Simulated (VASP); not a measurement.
# CrB3S2 (P6/mmm) in VASP: relaxation of cell and atoms with PBE

Aim: the relaxation of cell and atoms of CrB3S2 with PBE.

Everything below comes from runs of VASP 6.6.1. Logs are shortened: lines on timing, memory, paths and dates and some standing lists are left out, and cuts for length are marked.

## (1) The cell of the first run

Symmetry: P6/mmm, No. 191, hexagonal system. The conventional cell has a = 4.169 Å, b = 4.169 Å, c = 7.177 Å, α = 90.00°, β = 90.00°, γ = 120.00°. Cr (site symmetry 6/mmm) has 2 B at 2.01 Å and 6 S at 2.41 Å within 2.7 Å. B (site symmetry 6/mmm) has 2 B at 1.58 Å within 2.1 Å. B (site symmetry 6mm) has 1 B at 1.58 Å and 1 Cr at 2.01 Å within 2.1 Å. Within 3.2 Å of S (site symmetry -6m2) lie 3 S at 2.41 Å and 3 Cr at 2.41 Å and 6 B at 3.14 Å.

## (2) Relaxation of cell and atoms, PBE

File INCAR:

```
SYSTEM = CrB3S2
  ALGO = Normal
  EDIFF = 1E-6
  EDIFFG = -0.01
  ENCUT = 600
  GGA = PE
  IBRION = 2
  ISIF = 3
  ISMEAR = 0
  LASPH = .TRUE.
  LCHARG = .FALSE.
  LREAL = .FALSE.
  LWAVE = .FALSE.
  NELM = 60
  NSW = 100
  PREC = Accurate
  SIGMA = 0.1
```

File KPOINTS:

```
k-points
0
G
  12 12 6
  0 0 0
```

File POSCAR:

```
CrB3S2
1.0
    4.1688816521      0.0000000000      0.0000000000
   -2.0844408261      3.6103574161      0.0000000000
    0.0000000000      0.0000000000      7.1773073501
Cr B S
1 3 2
Direct
    0.0000000000      0.0000000000      0.5000000000
    0.0000000000      0.0000000000      0.0000000000
    0.0000000000      0.0000000000      0.7803332799
    0.0000000000      0.0000000000      0.2196667201
    0.3333333333      0.6666666667      0.5000000000
    0.6666666667      0.3333333333      0.5000000000
```

Potentials or basis: VASP PAW PBE potentials, release 64 (Cr_pv, B, S).

Started as:

```bash
> cat potpaw_PBE.64/Cr_pv/POTCAR potpaw_PBE.64/B/POTCAR potpaw_PBE.64/S/POTCAR > POTCAR
> mpirun -np 1 vasp_std > vasp.out
```

OUTCAR:

```text
SYSTEM = CrB3S2
   EDIFF = 1E-6
   EDIFFG = -0.01
   ENCUT = 600
   GGA = PE
   IBRION = 2
   ISIF = 3
   ISMEAR = 0
   LASPH = .TRUE.
   LREAL = .FALSE.
   NELM = 60
   NSW = 100
   PREC = Accurate

 ion  position               nearest neighbor table
   1  0.000  0.000  0.500-   3 2.01   4 2.01   5 2.41   6 2.41   6 2.41   5 2.41   6 2.41   5 2.41

   2  0.000  0.000  0.000-   3 1.58   4 1.58
   3  0.000  0.000  0.780-   2 1.58   1 2.01
   4  0.000  0.000  0.220-   2 1.58   1 2.01
   5  0.333  0.667  0.500-   6 2.41   6 2.41   1 2.41   1 2.41   1 2.41   6 2.41
   6  0.667  0.333  0.500-   5 2.41   5 2.41   1 2.41   1 2.41   1 2.41   5 2.41

  LATTYP: Found a hexagonal cell.
 ALAT       =     4.1688816521
 C/A-ratio  =     1.7216385470

  Lattice vectors:

 A1 = (   4.1688816521,   0.0000000000,   0.0000000000)
 A2 = (  -2.0844408261,   3.6103574161,   0.0000000000)
 A3 = (   0.0000000000,   0.0000000000,   7.1773073501)

Analysis of symmetry for initial positions (statically):
=====================================================================
 Subroutine PRICEL returns:
 Original cell was already a primitive cell.

 Routine SETGRP: Setting up the symmetry group for a
 hexagonal supercell.

 Subroutine GETGRP returns: Found 24 space group operations
 (whereof 24 operations were pure point group operations)
 out of a pool of 24 trial point group operations.

The static configuration has the point symmetry D_6h.

Analysis of symmetry for dynamics (positions and initial velocities):
=====================================================================
 Subroutine PRICEL returns:
 Original cell was already a primitive cell.

 Routine SETGRP: Setting up the symmetry group for a
 hexagonal supercell.

 Subroutine GETGRP returns: Found 24 space group operations
 (whereof 24 operations were pure point group operations)
 out of a pool of 24 trial point group operations.

The dynamic configuration has the point symmetry D_6h.

 Subroutine INISYM returns: Found 24 space group operations
 (whereof 24 operations are pure point group operations),
 and found     1 'primitive' translations

----------------------------------------------------------------------------------------

                                     Primitive cell

  volume of cell :     108.0267

  direct lattice vectors                    reciprocal lattice vectors
     4.168881652  0.000000000  0.000000000     0.239872485  0.138490444  0.000000000
    -2.084440826  3.610357416  0.000000000     0.000000000  0.276980887  0.000000000
     0.000000000  0.000000000  7.177307350     0.000000000  0.000000000  0.139328017

  length of vectors
     4.168881652  4.168881652  7.177307350     0.276980887  0.276980887  0.139328017

  position of ions in fractional coordinates (direct lattice)
     0.000000000  0.000000000  0.500000000
     0.000000000  0.000000000  0.000000000
     0.000000000  0.000000000  0.780333280
     0.000000000  0.000000000  0.219666720
     0.333333333  0.666666667  0.500000000
     0.666666667  0.333333333  0.500000000

  ion indices of the primitive-cell ions
   primitive index   ion index
                 1           1
                 2           2
                 3           3
                 4           4
                 5           5
                 6           6

----------------------------------------------------------------------------------------

 KPOINTS: k-points

Automatic generation of k-mesh.
 Grid dimensions read from file:
 generate k-points for:   12   12    6

 Generating k-lattice:

  Cartesian coordinates                     Fractional coordinates (reciprocal lattice)
     0.019989374  0.011540870  0.000000000     0.083333333 -0.000000000  0.000000000
     0.000000000  0.023081741  0.000000000     0.000000000  0.083333333  0.000000000
     0.000000000  0.000000000  0.023221336     0.000000000  0.000000000  0.166666667

  Length of vectors
     0.023081741  0.023081741  0.023221336

  Shift w.r.t. Gamma in fractional coordinates (k-lattice)
     0.000000000  0.000000000  0.000000000

 Subroutine IBZKPT returns following result:
 ===========================================

 Found     76 irreducible k-points:

 Following reciprocal coordinates:
            Coordinates               Weight
  0.000000  0.000000  0.000000      1.000000
  0.083333  0.000000  0.000000      6.000000
  0.166667  0.000000  0.000000      6.000000
  0.250000 -0.000000  0.000000      6.000000
  0.333333  0.000000  0.000000      6.000000
  0.416667 -0.000000  0.000000      6.000000
[... 16 lines left out ...]
  0.250000 -0.000000  0.166667     12.000000
  0.333333  0.000000  0.166667     12.000000
 [... further k-points ...]
   k-points           NKPTS =     76   k-points in BZ     NKDIM =     76   number of bands    NBANDS=     20
   number of dos      NEDOS =    301   number of ions     NIONS =      6
   total plane-waves  NPLWV =  77760
   dimension x,y,z NGX =    36 NGY =   36 NGZ =   60
   dimension x,y,z NGXF=    72 NGYF=   72 NGZF=  120
   ions per type =               1   3   2
   NGX,Y,Z   is equivalent  to a cutoff of  14.36, 14.36, 13.90 a.u.
   NGXF,Y,Z  is equivalent  to a cutoff of  28.71, 28.71, 27.80 a.u.
 SYSTEM =  CrB3S2
   PREC   = accura    normal or accurate (medium, high low for compatibility)
   ISTART =      0    job   : 0-new  1-cont  2-samecut
   ICHARG =      2    charge: 1-file 2-atom 10-const
   ISPIN  =      1    spin polarized calculation?
   LNONCOLLINEAR =      F non collinear calculations
   LSORBIT =      F    spin-orbit coupling
   LASPH  =      T    aspherical Exc in radial PAW
   ENCUT  =  600.0 eV  44.10 Ry    6.64 a.u.   8.33  8.33 14.33*2*pi/ulx,y,z
   NELM   =     60;   NELMIN=  2; NELMDL= -5     # of ELM steps
   EDIFF  = 0.1E-05   stopping-criterion for ELM
   LREAL  =      F    real-space projection
   EDIFFG = -.1E-01   stopping-criterion for IOM
   NSW    =    100    number of steps for IOM
   IBRION =      2    ionic relax: 0-MD 1-quasi-New 2-CG
   NFREE  =      1    steps in history (QN), initial steepest desc. (CG)
   ISIF   =      3    stress and relaxation
   ISYM   =      2    0-nonsym 1-usesym 2-fastsym
   POTIM  = 0.5000    time-step for ionic-motion
   TEBEG  =    0.0;   TEEND  =   0.0 temperature during run
   PSTRESS=    0.0 pullay stress
   NELECT =      33.0000    total number of electrons
   NUPDOWN=      -1.0000    fix difference up-down
   EMIN   =  10.00;   EMAX   =-10.00  energy-range for DOS
   EFERMI =   0.00;   METHOD = LEGACY
   ISMEAR =     0;   SIGMA  =   0.10  broadening in eV -4-tet -1-fermi 0-gaus
   EFERMI_NEDOS =   21; number of points for ismear=-14 and -15
   IALGO  =     38    algorithm
   IMIX   =      4    mixing-type and parameters
     AMIX     =   0.40;   BMIX     =  1.00
     AMIX_MAG =   1.60;   BMIX_MAG =  1.00
  volume/ion in A,a.u.               =      18.00       121.50
  Fermi-wavevector in a.u.,A,eV,Ry     =   1.102560  2.083537 16.539777  1.215639
  Thomas-Fermi vector in A             =   2.239005
   LORBIT       =      0    0 simple, 1 ext, 2 COOP (PROOUT), +10 PAW based schemes
   GGA     = PE    functional components
   LHFCALC =     F    Hartree Fock is set to
   AEXX    =    0.0000 exact exchange contribution
   IVDW    =     0    specifies the selected vdW correction
   LEPSILON=     F    determine dielectric tensor
   LRPA    =     F    only Hartree local field effects (RPA)
 conjugate gradient relaxation of ions
 non-spin polarized calculation
 Gauss-broadening in eV      SIGMA  =   0.10
  energy-cutoff  :      600.00
  volume of cell :      108.03
 maximum number of plane-waves:      3632
 NGX is ok and might be reduce to    36
   NGX = 17   NGY = 17   NGZ = 29

--------------------------------------- Ionic step        1  -------------------------------------------

 number of electron      32.9999994 magnetization

 Free energy of the ion-electron system (eV)
  ---------------------------------------------------
  ext. energy  EPLUGINS =         0.00000000
  ---------------------------------------------------
  free energy    TOTEN  =       -30.80849623 eV

  energy without entropy =      -30.79173044  energy(sigma->0) =      -30.80011333

------------------------ aborting loop because EDIFF is reached ----------------------------------------

  FORCE on cell =-STRESS in cart. coord.  units (eV):
  Direction    XX          YY          ZZ          XY          YZ          ZX
  --------------------------------------------------------------------------------------
  -------------------------------------------------------------------------------------
  Total       -0.4172867     -0.4172867      0.1195337      0.0000000      0.0000000     -0.0000000
  in kB       -6.1889051     -6.1889051      1.7728397      0.0000000      0.0000000     -0.0000000
  external PRESSURE =      -3.5349901 kB  Pullay stress =       0.0000000 kB

 VOLUME and BASIS-vectors are now :
 -----------------------------------------------------------------------------
  energy-cutoff  :      600.00
  volume of cell :      108.03
      direct lattice vectors                 reciprocal lattice vectors
     4.168881652  0.000000000  0.000000000     0.239872485  0.138490444  0.000000000
    -2.084440826  3.610357416  0.000000000     0.000000000  0.276980887  0.000000000
     0.000000000  0.000000000  7.177307350     0.000000000  0.000000000  0.139328017
[... 121 lines left out ...]
 POSITION                                       TOTAL-FORCE (eV/Angst)
 -----------------------------------------------------------------------------------
      2.07815      3.59946      3.59019         0.000000      0.000000      0.000000
      2.07815      3.59946     -0.00000         0.000000      0.000000      0.000000
      2.07815      3.59946      5.60254        -0.000000     -0.000000     -0.017278
      0.00000      0.00000      1.57783         0.000000      0.000000      0.017278
     -0.00000      2.39964      3.59019        -0.000000      0.000000     -0.000000
      2.07815      1.19982      3.59019         0.000000     -0.000000      0.000000
 -----------------------------------------------------------------------------------
    total drift:                               -0.000000      0.000000      0.000000

  FREE ENERGIE OF THE ION-ELECTRON SYSTEM (eV)
  ---------------------------------------------------
  free  energy   TOTEN  =       -30.8097519640 eV

  energy  without entropy=      -30.7936677331  energy(sigma->0) =      -30.80170985

--------------------------------------- Ionic step        5  -------------------------------------------

 number of electron      32.9999996 magnetization

 Free energy of the ion-electron system (eV)
  ---------------------------------------------------
  ext. energy  EPLUGINS =         0.00000000
  ---------------------------------------------------
  free energy    TOTEN  =       -30.80976464 eV

  energy without entropy =      -30.79366444  energy(sigma->0) =      -30.80171454

 E-fermi :   2.5360     XC(G=0):  -8.8965

 val. band max:        2.5346051629   @ k =   0.4167   0.0833   0.0000
 cond. band min:       2.5580207047   @ k =   0.1667   0.0000   0.0000
 fundamental gap:      0.0234155418
 Fermi energy:         2.5359674745

 k-point     1 :       0.0000    0.0000    0.0000
  band No.  band energies     occupation
      1     -40.7396      2.00000
      2     -40.7396      2.00000
      3     -40.6025      2.00000
      4     -13.7918      2.00000
      5      -7.0530      2.00000
      6      -5.6134      2.00000
[... 12 lines left out ...]
     19       3.4999      0.00000
     20       4.3657      0.00000
[... 507 lines left out ...]
 k-point    24 :       0.3333    0.0000    0.1667
  band No.  band energies     occupation
      1     -40.7445      2.00000
      2     -40.7407      2.00000
      3     -40.6022      2.00000
      4     -12.8077      2.00000
      5      -9.8108      2.00000
      6      -5.3928      2.00000
[... 12 lines left out ...]
     19       3.3979      0.00000
     20       4.4765      0.00000

 [... further k-points ...]

------------------------ aborting loop because EDIFF is reached ----------------------------------------

  FORCE on cell =-STRESS in cart. coord.  units (eV):
  Direction    XX          YY          ZZ          XY          YZ          ZX
  --------------------------------------------------------------------------------------
  -------------------------------------------------------------------------------------
  Total       -0.0108716     -0.0108716      0.0233559      0.0000000      0.0000000      0.0000000
  in kB       -0.1620962     -0.1620962      0.3482377      0.0000000      0.0000000      0.0000000
  external PRESSURE =       0.0080151 kB  Pullay stress =       0.0000000 kB

 VOLUME and BASIS-vectors are now :
 -----------------------------------------------------------------------------
  energy-cutoff  :      600.00
  volume of cell :      107.46
      direct lattice vectors                 reciprocal lattice vectors
     4.156749110  0.000000000 -0.000000000     0.240572614  0.138894664 -0.000000000
    -2.078374555  3.599850327 -0.000000000    -0.000000000  0.277789327 -0.000000000
     0.000000000  0.000000000  7.181132385     0.000000000  0.000000000  0.139253804

 POSITION                                       TOTAL-FORCE (eV/Angst)
 -----------------------------------------------------------------------------------
      0.00000      0.00000      3.59057        -0.000000     -0.000000     -0.000000
      0.00000      0.00000      7.18113        -0.000000     -0.000000     -0.000000
      0.00000      0.00000      5.60271        -0.000000     -0.000000     -0.002249
      2.07837      3.59985      1.57842         0.000000      0.000000      0.002249
     -0.00000      2.39990      3.59057         0.000000     -0.000000     -0.000000
      2.07837      1.19995      3.59057        -0.000000      0.000000      0.000000
 -----------------------------------------------------------------------------------
    total drift:                               -0.000000      0.000000     -0.000000

  FREE ENERGIE OF THE ION-ELECTRON SYSTEM (eV)
  ---------------------------------------------------
  free  energy   TOTEN  =       -30.8097646378 eV

  energy  without entropy=      -30.7936644353  energy(sigma->0) =      -30.80171454

 reached required accuracy - stopping structural energy minimisation
```

Wall time 16 min (1 thread of Oxide Virtual Turin-like, shared host); peak memory 0.39 GiB.

What came out:

```
Free energy                            : -30.8098 eV
Relaxed volume                         : 17.91 Å³/atom
Relaxed cell                           : a = 4.157 Å, b = 4.157 Å, c = 7.181 Å, α = 90.00°, β = 90.00°, γ = 120.00°
Space group after relaxing (to 0.05 Å) : P6/mmm (No. 191)
Energy gained by relaxing              : 0.2 meV/atom
Ionic steps                            : 5
Pressure after relaxing                : 0.0 GPa
```

Forces on the atoms (eV/Å):
```
Cr   0.000  0.000  0.000
B    0.000  0.000  0.000
B    0.000  0.000 -0.002
B    0.000  0.000  0.002
S    0.000  0.000  0.000
S    0.000  0.000  0.000
```

Step by step:
```csv
step,energy change (eV),largest force (eV/Å),pressure (GPa),volume (Å³)
1,0.0000,0.0489,-0.35,108.03
2,-0.0012,0.0521,0.01,107.41
3,-0.0012,0.0306,-0.05,107.53
4,-0.0013,0.0173,0.01,107.42
5,-0.0013,0.0022,0.00,107.46
```

Final structure:
```
CELL_PARAMETERS angstrom
4.15675 0.00000 0.00000
-2.07837 3.59985 0.00000
0.00000 0.00000 7.18113
ATOMIC_POSITIONS crystal
Cr 0.00000 0.00000 0.50000
B 0.00000 0.00000 0.00000
B 0.00000 0.00000 0.78020
B 0.00000 0.00000 0.21980
S 0.33333 0.66667 0.50000
S 0.66667 0.33333 0.50000
```

Levels at points of the mesh, in eV from the Fermi level:
| k point | band 12 | band 13 | band 14 | band 15 | band 16 | band 17 | band 18 | band 19 | band 20 |
| --- | --- | --- | --- | --- | --- | --- | --- | --- | --- |
| (0.00, 0.00, 0.00) | -1.86 | -1.86 | -1.08 | -1.08 | 0.25 | 0.72 | 0.72 | 0.96 | 1.83 |
| (0.50, 0.00, 0.00) | -2.35 | -2.26 | -1.37 | -1.30 | -0.03 | 0.06 | 0.42 | 0.86 | 0.91 |
| (0.00, 0.00, 0.50) | -1.78 | -1.78 | -1.30 | -1.30 | 0.25 | 0.40 | 1.10 | 1.10 | 1.83 |
| (0.50, 0.00, 0.50) | -2.82 | -2.26 | -1.61 | -0.49 | -0.49 | 0.42 | 0.79 | 0.84 | 0.88 |

Caveat: the run has no spin polarisation, though such a crystal can be magnetic. With open d or f shells a metallic result of PBE can be an artefact of self-interaction; +U or a hybrid may open a gap.
